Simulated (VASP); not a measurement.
Input of a VASP 6.6.1 run:

INCAR

```
  PREC = Accurate
  ENCUT = 520
  EDIFF = 1E-6
  ISMEAR = 0
  SIGMA = 0.1
  LREAL = False
  LASPH = True
  NELM = 100
  ALGO = Fast
  ISIF = 2
  LWAVE = False
  LCHARG = True
  GGA = PE
  LELF = True
  LVHAR = True
  NBANDS = 38
```

Contents of KPOINTS:

```
Automatic mesh
0
Gamma
  12 12 4
```

The input POSCAR:

```
TaMo2Au2
1.0
    2.9898479972      0.0000000000      0.0000000000
   -1.4949239986      2.5892843190      0.0000000000
    0.0000000000      0.0000000000     11.2847096952
Ta Mo Au
1 2 2
Direct
    0.0000000000      0.0000000000      0.0000000000
    0.6666666667      0.3333333333      0.4187974335
    0.3333333333      0.6666666667      0.5812025665
    0.6666666667      0.3333333333      0.7922150441
    0.3333333333      0.6666666667      0.2077849559
```

Potentials or basis: VASP PAW PBE potentials, release 64 (Ta_pv, Mo_sv, Au).

Run with:

```sh
$ cat potpaw_PBE.64/Ta_pv/POTCAR potpaw_PBE.64/Mo_sv/POTCAR potpaw_PBE.64/Au/POTCAR > POTCAR
$ mpirun -np 1 vasp_std > vasp.out
```

**Question.** What does it give for the band gap on the k mesh?

**Answer.** Zero (an odd number of electrons rules out a gap without spin polarisation).

**Question.** What does it give for the pressure?

**Answer.** 0.1 GPa.

Forces on the atoms (eV/Å):
```
Ta   0.000  0.000  0.000
Mo   0.000  0.000 -0.067
Mo   0.000  0.000  0.067
Au   0.000  0.000  0.008
Au   0.000  0.000 -0.008
```

Caveat: spin-orbit coupling is left out, which moves the levels of the heavy elements.
